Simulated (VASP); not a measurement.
A run of VASP 6.6.1 is set up as follows.

Contents of INCAR:

```
SYSTEM = Cu
  ALGO = Normal
  EDIFF = 1E-6
  ENCUT = 520
  GGA = PE
  GGA_COMPAT = .False.
  ISIF = 2
  ISMEAR = 1
  LASPH = .True.
  LCHARG = .False.
  LREAL = .False.
  LWAVE = .False.
  NBANDS = 18
  NELM = 120
  PREC = Accurate
  SIGMA = 0.1
```

KPOINTS

```
k-points
0
Gamma
  3 3 2
  0 0 0
```

The input POSCAR:

```
Cu
1.0
    2.8878663036      0.0000000000      0.0000000000
   -1.4439331518      2.5009655816      0.0000000000
    0.0000000000      0.0000000000      4.6867017165
Cu
2
Direct
    0.3299657829      0.6677788820      0.2515476920
    0.6700342482      0.3322212853      0.7484523685
```

Potentials or basis: VASP PAW PBE potentials, release 64 (Cu).

The run is started by

```console
$ cat potpaw_PBE.64/Cu/POTCAR > POTCAR
$ mpirun -np 1 vasp_std > vasp.out
```

(1) Estimate the largest force.

(2) Predict the band gap on the k mesh.

(3) What does it give for the pressure?

Answers

(1) 0.065 eV/Å.

(2) zero (band 11 reaches 7.25 eV, above the bottom of band 12 at 2.33 eV).

(3) -20.3 GPa.

Caveat: the k points lie up to 0.84 Å⁻¹ apart.
